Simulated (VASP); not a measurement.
# WC (I4/mmm) in VASP: a series of runs, part 2 of 2

VASP 6.6.1.

## (4) Single point, PBE (strain +0.0600 x Voigt [0, 1, 0, 0, 0, 0])

Contents of INCAR:

```
SYSTEM = WC
  PREC = Accurate
  ENCUT = 520
  EDIFF = 1E-7
  ISMEAR = 0
  SIGMA = 0.15
  LREAL = .FALSE.
  LASPH = .TRUE.
  NELM = 60
  ALGO = Normal
  ISIF = 2
  LWAVE = .FALSE.
  LCHARG = .FALSE.
  GGA = PE
  NBANDS = 16
```

Contents of KPOINTS:

```
Automatic mesh
0
G
  24 24 24
  0 0 0
```

Contents of POSCAR:

```
WC
1.0
    0.0000000000      2.3214115092      2.1900108577
    2.1900108577      0.0000000000      2.1900108577
    2.1900108577      2.3214115092      0.0000000000
W C
1 1
Direct
    0.0000000000      0.0000000000      0.0000000000
    0.5000000000      0.5000000000      0.5000000000
```

Potentials or basis: VASP PAW PBE potentials, release 64 (W_sv, C).

Command:

```
> cat potpaw_PBE.64/W_sv/POTCAR potpaw_PBE.64/C/POTCAR > POTCAR
> mpirun -np 1 vasp_std > vasp.out
```

OUTCAR:

```text
SYSTEM = WC
   PREC = Accurate
   ENCUT = 520
   EDIFF = 1E-7
   ISMEAR = 0
   LREAL = .FALSE.
   LASPH = .TRUE.
   NELM = 60
   ISIF = 2
   GGA = PE

 ion  position               nearest neighbor table
   1  0.000  0.000  0.000-   2 2.19   2 2.19   2 2.19   2 2.19   2 2.32   2 2.32
   2  0.500  0.500  0.500-   1 2.19   1 2.19   1 2.19   1 2.19   1 2.32   1 2.32

  LATTYP: Found a body centered tetragonal cell.
 ALAT       =     3.0971430567
 C/A-ratio  =     1.4990663761

  Lattice vectors:

 A1 = (   0.0000000000,  -2.3214115092,   2.1900108577)
 A2 = (   0.0000000000,  -2.3214115092,  -2.1900108577)
 A3 = (   2.1900108577,   2.3214115092,   0.0000000000)

Analysis of symmetry for initial positions (statically):
=====================================================================
 Subroutine PRICEL returns:
 Original cell was already a primitive cell.

 Routine SETGRP: Setting up the symmetry group for a
 body centered tetragonal supercell.

 Subroutine GETGRP returns: Found 16 space group operations
 (whereof 16 operations were pure point group operations)
 out of a pool of 16 trial point group operations.

The static configuration has the point symmetry D_4h.

Analysis of symmetry for dynamics (positions and initial velocities):
=====================================================================
 Subroutine PRICEL returns:
 Original cell was already a primitive cell.

 Routine SETGRP: Setting up the symmetry group for a
 body centered tetragonal supercell.

 Subroutine GETGRP returns: Found 16 space group operations
 (whereof 16 operations were pure point group operations)
 out of a pool of 16 trial point group operations.

The dynamic configuration has the point symmetry D_4h.

 Subroutine INISYM returns: Found 16 space group operations
 (whereof 16 operations are pure point group operations),
 and found     1 'primitive' translations

----------------------------------------------------------------------------------------

                                     Primitive cell
[... 106 lines left out ...]
   ISMEAR =     0;   SIGMA  =   0.15  broadening in eV -4-tet -1-fermi 0-gaus
   EFERMI_NEDOS =   21; number of points for ismear=-14 and -15
   IALGO  =     38    algorithm
   IMIX   =      4    mixing-type and parameters
     AMIX     =   0.40;   BMIX     =  1.00
     AMIX_MAG =   1.60;   BMIX_MAG =  1.00
  volume/ion in A,a.u.               =      11.13        75.13
  Fermi-wavevector in a.u.,A,eV,Ry     =   1.525015  2.881860 31.642671  2.325671
  Thomas-Fermi vector in A             =   2.633243
   LORBIT       =      0    0 simple, 1 ext, 2 COOP (PROOUT), +10 PAW based schemes
   GGA     = PE    functional components
   LHFCALC =     F    Hartree Fock is set to
   AEXX    =    0.0000 exact exchange contribution
   IVDW    =     0    specifies the selected vdW correction
   LEPSILON=     F    determine dielectric tensor
   LRPA    =     F    only Hartree local field effects (RPA)
 non-spin polarized calculation
 Gauss-broadening in eV      SIGMA  =   0.15
  energy-cutoff  :      520.00
  volume of cell :       22.27
 maximum number of plane-waves:       621
   NGX = 11   NGY = 11   NGZ = 11

 number of electron      18.0000000 magnetization

 Free energy of the ion-electron system (eV)
  ---------------------------------------------------
  ext. energy  EPLUGINS =         0.00000000
  ---------------------------------------------------
  free energy    TOTEN  =       -21.43102385 eV

  energy without entropy =      -21.41842633  energy(sigma->0) =      -21.42472509

 E-fermi :  11.5458     XC(G=0): -13.4068

 val. band max:       11.5412272172   @ k =   0.2083  -0.0833   0.1250
 cond. band min:      11.5463283981   @ k =   0.4167  -0.2500   0.2500
 fundamental gap:      0.0051011809
 Fermi energy:        11.5457969964

 k-point     1 :       0.0000    0.0000    0.0000
  band No.  band energies     occupation
      1     -63.8828      2.00000
      2     -27.8932      2.00000
      3     -27.8791      2.00000
      4     -27.8791      2.00000
      5      -3.7536      2.00000
      6       8.5966      2.00000
[... 433 lines left out ...]
      3     -27.9648      2.00000
      4     -27.9134      2.00000
      5       0.1615      2.00000
      6       2.6440      2.00000
[... 8 lines left out ...]
     15      23.1020      0.00000
     16      23.8666      0.00000

 [... further k-points ...]
[... 5 lines left out ...]
  --------------------------------------------------------------------------------------
  -------------------------------------------------------------------------------------
  Total       -1.2439395     -4.0857744     -1.2439395      0.0000000     -0.0000000      0.0000000
  in kB      -89.5025041   -293.9749345    -89.5025041      0.0000000     -0.0000000      0.0000000
  external PRESSURE =    -157.6599809 kB  Pullay stress =       0.0000000 kB

 VOLUME and BASIS-vectors are now :
 -----------------------------------------------------------------------------
  energy-cutoff  :      520.00
  volume of cell :       22.27
      direct lattice vectors                 reciprocal lattice vectors
     0.000000000  2.321411509  2.190010858    -0.228309370  0.215386198  0.228309370
     2.190010858  0.000000000  2.190010858     0.228309370 -0.215386198  0.228309370
     2.190010858  2.321411509  0.000000000     0.228309370  0.215386198 -0.228309370

 POSITION                                       TOTAL-FORCE (eV/Angst)
 -----------------------------------------------------------------------------------
      0.00000      0.00000      0.00000        -0.000000      0.000000      0.000000
      2.19001      2.32141      2.19001         0.000000     -0.000000     -0.000000
 -----------------------------------------------------------------------------------
    total drift:                                0.000000     -0.000000     -0.000000

  FREE ENERGIE OF THE ION-ELECTRON SYSTEM (eV)
  ---------------------------------------------------
  free  energy   TOTEN  =       -21.4310238514 eV

  energy  without entropy=      -21.4184263330  energy(sigma->0) =      -21.42472509
```

OSZICAR:

```text
N       E                     dE             d eps       ncg     rms          rms(c)
DAV:   1     0.110855869616E+03    0.11086E+03   -0.93988E+03 34136   0.124E+03
DAV:   2    -0.215433668404E+02   -0.13240E+03   -0.12759E+03 41680   0.333E+02
DAV:   3    -0.249080686361E+02   -0.33647E+01   -0.33509E+01 36816   0.501E+01
DAV:   4    -0.249265177357E+02   -0.18449E-01   -0.18447E-01 44304   0.423E+00
DAV:   5    -0.249266633127E+02   -0.14558E-03   -0.14558E-03 36984   0.357E-01    0.277E+01
DAV:   6    -0.215723625002E+02    0.33543E+01   -0.90389E+00 43392   0.277E+01    0.656E+00
DAV:   7    -0.214617653121E+02    0.11060E+00   -0.60571E-01 35152   0.603E+00    0.568E+00
DAV:   8    -0.214333217122E+02    0.28444E-01   -0.10078E-01 39096   0.273E+00    0.134E+00
DAV:   9    -0.214311133343E+02    0.22084E-02   -0.44917E-03 36320   0.649E-01    0.132E-01
DAV:  10    -0.214310233156E+02    0.90019E-04   -0.47255E-04 42592   0.229E-01    0.330E-02
DAV:  11    -0.214310248276E+02   -0.15120E-05   -0.18062E-05 38888   0.403E-02    0.127E-02
DAV:  12    -0.214310238034E+02    0.10242E-05   -0.14421E-06 41216   0.121E-02    0.509E-03
DAV:  13    -0.214310238514E+02   -0.48021E-07   -0.15539E-07 30176   0.363E-03
   1 F= -.21431024E+02 E0= -.21424725E+02  d E =-.125975E-01
```

It took 6.4 min on 1 thread of AMD EPYC 7R43 (Zen 3), shared host; peak memory 0.41 GiB.

What came out:

```yaml
Free_energy: -21.4310 eV
Pressure: -15.8 GPa
Band_gap_on_the_k_mesh: zero (band 9 reaches 12.37 eV, above the bottom of band 10 at 9.71 eV)
```

Caveat: the cell differs from its parent crystal (strain +0.0600 x Voigt [0, 1, 0, 0, 0, 0]); spin-orbit coupling is left out, which moves the levels of the heavy elements.

## (5) Overview

| cell | gap on the mesh (eV) | pressure (GPa) |
| --- | --- | --- |
| a = 3.144, b = 3.097 Å, angles 60.5, 59.0, 60.5°, 2 atoms | none | -8.7 |
| a = 3.168, b = 3.097 Å, angles 60.7, 58.5, 60.7°, 2 atoms | none | -12.5 |
| a = 3.191, b = 3.097 Å, angles 61.0, 58.1, 61.0°, 2 atoms | none | -15.8 |

Alike in all rows: task single point; level PBE; potentials or basis VASP PAW PBE potentials, release 64 (W_sv, C); no spin polarisation; k mesh 24 × 24 × 24; cutoff (eV) 520; smearing gaussian 0.15 eV.

Caveats: spin-orbit coupling is left out, which moves the levels of the heavy elements.

Total energies depend on the potentials used, so only differences within one code and one set of settings carry meaning.
